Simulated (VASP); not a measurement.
The system is PbI2.

```xyz
3
Lattice="4.7221 0.0000 0.0000 -2.3611 4.0895 0.0000 0.0000 0.0000 8.0020" Properties=species:S:1:pos:R:3 pbc="T T T"
Pb    0.0000    0.0000    0.0000
I     0.0000    2.7263    1.8765
I     2.3611    1.3632    6.1255
```

```yaml
Program: VASP 6.6.1
Task: relaxation of shape and atoms at fixed volume
Functional: PBE
Potentials_or_basis: VASP PAW PBE potentials, release 64 (Pb_d, I)
Cutoff: 500 eV
k_mesh: 6 × 6 × 4
Occupations: gaussian, width 0.02 eV
Spin: no spin polarisation
```

At the start: pressure -0.6 GPa; volume 51.51 Å³/atom.

Problem. How do energy, volume and symmetry change on relaxing?

Solution. Over 7 steps the energy falls by 2.5 meV/atom; space group P-3m1 (No. 164, to 0.1 Å) before and after.

Step by step:
```
step  energy change (eV)  largest force (eV/Å)  pressure (GPa)  volume (Å³)
   1              0.0000                0.1315           -0.58       154.53
   2             -0.0016                0.1133           -0.52       154.53
   3             -0.0049                0.0574           -0.34       154.53
   4             -0.0054                0.0577            0.03       154.53
   5             -0.0062                0.0050           -0.14       154.53
   6             -0.0068                0.0042           -0.12       154.53
   7             -0.0074                0.0022           -0.05       154.53
```

Final structure:
```yaml
crystal:
  lattice:
    - [4.68044, 0.00000, 0.00000]
    - [-2.34022, 4.05338, 0.00000]
    - [0.00000, 0.00000, 8.14522]
  atoms:
    - { symbol: Pb, position: [0.00000, 0.00000, 0.00000] }
    - { symbol: I, position: [0.33333, 0.66667, 0.22791] }
    - { symbol: I, position: [0.66667, 0.33333, 0.77209] }
```

Caveat: this functional lacks dispersion, which binds the layers, so the pressure and a relaxed spacing across them are unreliable.
